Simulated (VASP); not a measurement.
Wanted: the native input for a VASP 6.6.1 run.

```yaml
Task: single point
Functional: PBE-based screened hybrid with 25 % exact exchange
Potentials_or_basis: VASP PAW PBE potentials, release 64 (Ga_d, P)
Cutoff: 400 eV
k_mesh: 5 × 5 × 5
Occupations: fermi-dirac, width 0.025 eV
Spin: non-collinear spin, zero start, spin-orbit coupling
Starting_moments: "[[0.0, 0.0, 0.0], [0.0, 0.0, 0.0]] μB"
Dipole_correction: no
Grid_for_exact_exchange_PRECFOCK: Normal
Share_of_exact_exchange: 0.25
Further_INCAR_settings: ALGO = Normal; EDIFF = 1e-06; NBANDS = 30
Screening_parameter: 0.3 1/Å
```

Crystal: GaP.

```
Ga P
1.0
     0.00000    2.72525    2.72525
     2.72525    0.00000    2.72525
     2.72525    2.72525    0.00000
Ga P
1 1
Direct
  0.00000 0.00000 0.00000
  0.25000 0.25000 0.25000
```

The input as run:

POSCAR

```
GaP
1.0
    0.0000000000      2.7252500000      2.7252500000
    2.7252500000      0.0000000000      2.7252500000
    2.7252500000      2.7252500000      0.0000000000
Ga P
1 1
Direct
    0.0000000000      0.0000000000      0.0000000000
    0.2500000000      0.2500000000      0.2500000000
```

INCAR.step1

```
ALGO = Normal
EDIFF = 1E-5
ENCUT = 400
GGA = PE
GGA_COMPAT = F
ISIF = 2
ISMEAR = -1
LASPH = T
LCHARG = F
LORBIT = 11
LORBMOM = T
LREAL = F
LSORBIT = T
LWAVE = T
MAGMOM = 0 0 0 0 0 0
NBANDS = 30
NELM = 200
PREC = Accurate
SIGMA = 0.025
```

INCAR.step2

```
AEXX = 0.25
ALGO = Normal
EDIFF = 1E-6
ENCUT = 400
GGA = PE
GGA_COMPAT = F
HFSCREEN = 0.3
ISIF = 2
ISMEAR = -1
ISTART = 1
LASPH = T
LCHARG = F
LHFCALC = T
LORBIT = 11
LORBMOM = T
LREAL = F
LSORBIT = T
LWAVE = F
MAGMOM = 0 0 0 0 0 0
NBANDS = 30
NELM = 200
PREC = Accurate
PRECFOCK = Normal
SIGMA = 0.025
```

KPOINTS

```
k-points
0
Gamma
  5 5 5
```

Potentials or basis: VASP PAW PBE potentials, release 64 (Ga_d, P).

Launch:

```console
$ cat potpaw_PBE.64/Ga_d/POTCAR potpaw_PBE.64/P/POTCAR > POTCAR
$ cp INCAR.step1 INCAR
$ mpirun -np 1 vasp_ncl > vasp.out
$ cp INCAR.step2 INCAR
$ mpirun -np 1 vasp_ncl > vasp.out
```

Results of the run:

| Property | Result |
| --- | --- |
| Pressure | 0.7 GPa |
| Net moment | 0.00 μB per cell |
| Valence electrons inside the program's atomic spheres | Ga 11.71; P 2.56 |

Caveat: the k points lie up to 0.40 Å⁻¹ apart; the PAW data sets were made with another functional, which shifts forces and pressure a little.

It took 65 min on 1 thread of Intel(R) Xeon(R) Platinum 8488C (Sapphire Rapids), on a shared host, peak memory 0.35 GiB.
